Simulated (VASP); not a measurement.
# TaN (Fm-3m) in VASP: further runs, part 2 of 2

VASP 6.6.1.

**5. Single point, PBEsol**

This run uses another cell than the first one, of 10.20 Å³/atom.

Contents of INCAR:

```
ALGO     = Normal         # electronic algorithm
EDIFF    = 1E-6           # SCF threshold, eV
ENCUT    = 700            # plane-wave cutoff, eV
GGA      = PS             # functional
GGA_COMPAT= False        
ISIF     = 2              # what is computed and relaxed
ISMEAR   = -1             # smearing method
LASPH    = True           # aspherical terms in the spheres
LCHARG   = True           # write CHGCAR
LELF     = True           # ELF
LREAL    = False          # projectors in reciprocal space
LVHAR    = True         
LWAVE    = False          # write WAVECAR
NBANDS   = 16             # bands
NELM     = 120            # most SCF steps
PREC     = Accurate       # precision mode
SIGMA    = 0.05           # smearing width, eV
```

Contents of KPOINTS:

```
k-points
0
Gamma
  10 10 10
```

Contents of POSCAR:

```
TaN
1.0
    0.0000000000      2.1684484798      2.1684484798
    2.1684484798      0.0000000000      2.1684484798
    2.1684484798      2.1684484798      0.0000000000
Ta N
1 1
Direct
    0.5000000000      0.5000000000      0.5000000000
    0.0000000000      0.0000000000      0.0000000000
```

Potentials or basis: VASP PAW PBE potentials, release 64 (Ta_sv_GW, N).

Command:

```bash
$ cat potpaw_PBE.64/Ta_sv_GW/POTCAR potpaw_PBE.64/N/POTCAR > POTCAR
$ mpirun -np 1 vasp_std > vasp.out
```

OUTCAR:

```text
EDIFF = 1E-6
   ENCUT = 700
   GGA = PS
   ISIF = 2
   ISMEAR = -1
   LASPH = True
   LREAL = False
   NELM = 120
   PREC = Accurate

 ion  position               nearest neighbor table
   1  0.500  0.500  0.500-   2 2.17   2 2.17   2 2.17   2 2.17   2 2.17   2 2.17
   2  0.000  0.000  0.000-   1 2.17   1 2.17   1 2.17   1 2.17   1 2.17   1 2.17

  LATTYP: Found a face centered cubic cell.
 ALAT       =     4.3368969596

  Lattice vectors:

[... 641 lines left out ...]

------------------------ aborting loop because EDIFF is reached ----------------------------------------

  FORCE on cell =-STRESS in cart. coord.  units (eV):
  Direction    XX          YY          ZZ          XY          YZ          ZX
  --------------------------------------------------------------------------------------
  -------------------------------------------------------------------------------------
  Total        1.2843870      1.2843870      1.2843870     -0.0000000      0.0000000      0.0000000
  in kB      100.9088305    100.9088305    100.9088305     -0.0000000      0.0000000      0.0000000
  external PRESSURE =     100.9088305 kB  Pullay stress =       0.0000000 kB

 VOLUME and BASIS-vectors are now :
 -----------------------------------------------------------------------------
  energy-cutoff  :      700.00
  volume of cell :       20.39
      direct lattice vectors                 reciprocal lattice vectors
     0.000000000  2.168448480  2.168448480    -0.230579608  0.230579608  0.230579608
     2.168448480  0.000000000  2.168448480     0.230579608 -0.230579608  0.230579608
     2.168448480  2.168448480  0.000000000     0.230579608  0.230579608 -0.230579608

 POSITION                                       TOTAL-FORCE (eV/Angst)
 -----------------------------------------------------------------------------------
      2.16845      2.16845      2.16845        -0.000000     -0.000000     -0.000000
      0.00000      0.00000      0.00000         0.000000      0.000000      0.000000
 -----------------------------------------------------------------------------------
    total drift:                                0.000000      0.000000      0.000000

  FREE ENERGIE OF THE ION-ELECTRON SYSTEM (eV)
  ---------------------------------------------------
  free  energy   TOTEN  =       -25.7596423463 eV

  energy  without entropy=      -25.7540806672  energy(sigma->0) =      -25.75686151
```

Wall time 12 s (1 thread of Intel Xeon 6975P-C (Granite Rapids), shared host); peak memory 0.18 GiB.

Results:

```
Free energy            : -25.7596 eV
Pressure               : 10.1 GPa
Band gap on the k mesh : zero (bands 9 and 10 overlap by 4.29 eV)
```

Levels at points of the mesh, in eV from the Fermi level:
| k point | band 7 | band 8 | band 9 | band 10 | band 11 | band 12 |
| --- | --- | --- | --- | --- | --- | --- |
| (0.00, 0.00, 0.00) | -3.93 | -3.93 | -2.27 | -2.27 | -2.27 | 0.02 |
| (0.50, 0.00, 0.00) | -7.91 | -7.91 | 2.02 | 2.02 | 2.12 | 3.88 |
| (0.50, 0.50, 0.00) | -5.81 | -4.72 | -4.72 | 2.21 | 3.79 | 3.79 |

Caveat: the cell stands under pressure; the PAW data sets were made with another functional, which shifts forces and pressure a little; spin-orbit coupling is left out, which moves the levels of the heavy elements.

**6. Single point, LDA**

This run uses another cell than the first one, of 10.27 Å³/atom.

Contents of INCAR:

```
SYSTEM = TaN
  PREC = Accurate
  ENCUT = 700
  EDIFF = 1E-6
  ISMEAR = -1
  SIGMA = 0.05
  LREAL = .False.
  LASPH = .True.
  NELM = 120
  ALGO = Normal
  ISIF = 2
  LWAVE = .False.
  LCHARG = .False.
  GGA = CA
  NBANDS = 16
  GGA_COMPAT = .False.
```

Contents of KPOINTS:

```
Automatic mesh
0
Gamma
  10 10 10
  0 0 0
```

Contents of POSCAR:

```
TaN
1.0
    0.0000000000      2.1739544322      2.1739544322
    2.1739544322      0.0000000000      2.1739544322
    2.1739544322      2.1739544322      0.0000000000
Ta N
1 1
Direct
    0.5000000000      0.5000000000      0.5000000000
    0.0000000000      0.0000000000      0.0000000000
```

Potentials or basis: VASP PAW LDA potentials, release 64 (Ta_sv_GW, N).

Command:

```bash
$ cat potpaw_LDA.64/Ta_sv_GW/POTCAR potpaw_LDA.64/N/POTCAR > POTCAR
$ mpirun -np 1 vasp_std > vasp.out
```

Run time: 21 s. Hardware: 1 thread of AMD EPYC 7R13 (Zen 3), shared host; peak memory 0.14 GiB.

Results (log left out):

```yaml
Free_energy: -26.6861 eV
Pressure: 1.1 GPa
Band_gap_on_the_k_mesh: zero (bands 9 and 10 overlap by 4.21 eV)
```

Levels at points of the mesh, in eV from the Fermi level:
```csv
k point,band 7,band 8,band 9,band 10,band 11,band 12
"(0.00, 0.00, 0.00)",-3.87,-3.87,-2.25,-2.25,-2.25,-0.01
"(0.50, 0.00, 0.00)",-7.83,-7.83,1.96,1.96,2.08,4.01
"(0.50, 0.50, 0.00)",-5.72,-4.65,-4.65,2.15,3.71,3.71
```

Caveat: spin-orbit coupling is left out, which moves the levels of the heavy elements.

**7. Overview**

| level | potentials or basis | cell | gap on the mesh (eV) | pressure (GPa) |
| --- | --- | --- | --- | --- |
| LDA | VASP PAW LDA potentials, release 64 (Ta_sv_GW, N) | a = 3.063 Å, angles 60.0°, 2 atoms | none | 5.3 |
| PBEsol+D4 | VASP PAW PBE potentials, release 64 (Ta_sv_GW, N) | a = 3.085 Å, angles 60.0°, 2 atoms | none | 0.0 |
| BLYP+D3(BJ) | VASP PAW PBE potentials, release 64 (Ta_sv_GW, N) | a = 3.168 Å, angles 60.0°, 2 atoms | none | -17.3 |
| PBEsol | VASP PAW PBE potentials, release 64 (Ta_sv_GW, N) | a = 3.067 Å, angles 60.0°, 2 atoms | none | 10.1 |
| LDA | VASP PAW LDA potentials, release 64 (Ta_sv_GW, N) | a = 3.074 Å, angles 60.0°, 2 atoms | none | 1.1 |

Alike in all rows: task single point; no spin polarisation; k mesh 10 × 10 × 10; cutoff (eV) 700; smearing fermi-dirac 0.05 eV.

Caveats: spin-orbit coupling is left out, which moves the levels of the heavy elements; the PAW data sets were made with another functional, which shifts forces and pressure a little (at least some runs); the cell stands under pressure (at least some runs); the cell stands under tension (at least some runs); the dispersion term is far too large for a dense solid, which distorts pressure and volume (at least some runs).

Total energies depend on the potentials used, so only differences within one code and one set of settings carry meaning.
